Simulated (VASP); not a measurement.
A run of VASP 6.6.1 is set up as follows.

INCAR

```
PREC = Accurate ; ENCUT = 520
EDIFF = 1E-8 ; ISMEAR = -1
SIGMA = 0.1 ; LREAL = F
LASPH = T ; NELM = 80
ALGO = Normal ; ISIF = 2
LWAVE = F ; LCHARG = F
GGA = PS ; NBANDS = 26
IBRION = 8 ; NSW = 1
```

The input KPOINTS:

```
regular mesh
0
Gamma
  10 10 10
```

File POSCAR:

```
LuCd
1.0
    3.5721370988      0.0000000000      0.0000000000
    0.0000000000      3.5721370988      0.0000000000
    0.0000000000      0.0000000000      3.5721370988
Lu Cd
1 1
Direct
    0.5000000000      0.5000000000      0.5000000000
    0.0000000000      0.0000000000      0.0000000000
```

Potentials or basis: VASP PAW PBE potentials, release 64 (Lu, Cd).

Command:

```sh
$ cat potpaw_PBE.64/Lu/POTCAR potpaw_PBE.64/Cd/POTCAR > POTCAR
$ mpirun -np 1 vasp_std > vasp.out
```

Question: Estimate the highest phonon frequency at Γ.

Answer: 124 cm⁻¹.

Phonon frequencies in cm⁻¹ (negative: imaginary):
| q point | frequencies |
| --- | --- |
| (0.000, 0.000, 0.000) | 0 0 0 124 124 124 |

Caveat: the cell stands under pressure or tension, which shifts response properties.
